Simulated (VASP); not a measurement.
Here is a VASP 6.6.1 calculation.

INCAR

```
SYSTEM = W
PREC     = Accurate       ! precision mode
ENCUT    = 520            ! plane-wave cutoff, eV
EDIFF    = 1E-7           ! SCF threshold, eV
ISMEAR   = -1             ! smearing method
SIGMA    = 0.05           ! smearing width, eV
LREAL    = .False.        ! projectors in reciprocal space
LASPH    = .True.         ! aspherical terms in the spheres
NELM     = 150            ! most SCF steps
ALGO     = Fast           ! electronic algorithm
ISIF     = 2              ! what is computed and relaxed
LWAVE    = .False.        ! write WAVECAR
LCHARG   = .True.         ! write CHGCAR
MAGMOM   = 0 0 0          ! initial moments
LORBIT   = 11             ! projections on sites
LSORBIT  = .True.         ! spin-orbit coupling
GGA_COMPAT= .False.      
LORBMOM  = .True.       
LMAXMIX  = 4              ! l up to which the mixer works
GGA      = PS             ! functional
LVHAR    = .True.       
NBANDS   = 25             ! bands
```

The input KPOINTS:

```
regular mesh
0
Gamma
  12 12 12
  0 0 0
```

The input POSCAR:

```
W
1.0
   -1.5823450000      1.5823450000      1.5823450000
    1.5823450000     -1.5823450000      1.5823450000
    1.5823450000      1.5823450000     -1.5823450000
W
1
Direct
    0.0000000000      0.0000000000      0.0000000000
```

Potentials or basis: VASP PAW PBE potentials, release 64 (W_sv).

Command:

```bash
$ cat potpaw_PBE.64/W_sv/POTCAR > POTCAR
$ mpirun -np 1 vasp_ncl > vasp.out
```

Estimate the pressure.

-1.4 GPa.

What does it give for the net moment?

0.00 μB per cell.

Moments on the atoms (μB; x, y, z):
```
W   0.00 0.00 0.00
```

Caveat: the PAW data sets were made with another functional, which shifts forces and pressure a little.
